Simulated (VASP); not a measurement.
## Al: single point with PBEsol

The system is Al.

```
Al
1.0
    -1.54348    1.54348    1.61509
     1.54348   -1.54348    1.61509
     1.54348    1.54348   -1.61509
Al
1
Direct
  0.00000 0.00000 0.00000
```

This cell differs from its parent crystal: strain -0.030 along x and y, +0.015 along z.

| Property | Result |
| --- | --- |
| Program | VASP 6.6.1 |
| Task | single point |
| Functional | PBEsol |
| Potentials or basis | VASP PAW PBE potentials, release 64 (Al) |
| Cutoff | 520 eV |
| k mesh | 20 × 20 × 20 |
| Occupations | gaussian, width 0.15 eV |
| Spin | no spin polarisation |

* Pressure: 6.4 GPa
* Band gap on the k mesh: zero (an odd number of electrons rules out a gap without spin polarisation)

Stress tensor (GPa, compression positive):
```
5.62 0.00 0.00
0.00 5.62 0.00
0.00 0.00 7.93
```

Levels at points of the mesh, in eV from the Fermi level:
```csv
k point,band 1,band 2,band 3,band 4
"(0.00, 0.00, 0.00)",-11.62,13.34,13.34,14.42
"(0.50, 0.00, 0.00)",-4.66,-4.08,8.76,9.03
"(0.50, 0.50, 0.00)",-4.42,-3.65,7.79,8.12
"(0.50, 0.50, 0.50)",1.13,2.44,2.44,2.49
```

Wall time 66 s on 1 thread of AMD EPYC 7R13, on a shared host, peak memory 0.14 GiB.

Caveat: the cell differs from its parent crystal (strain -0.030 along x and y, +0.015 along z); the cell stands under pressure; the PAW data sets were made with another functional, which shifts forces and pressure a little.
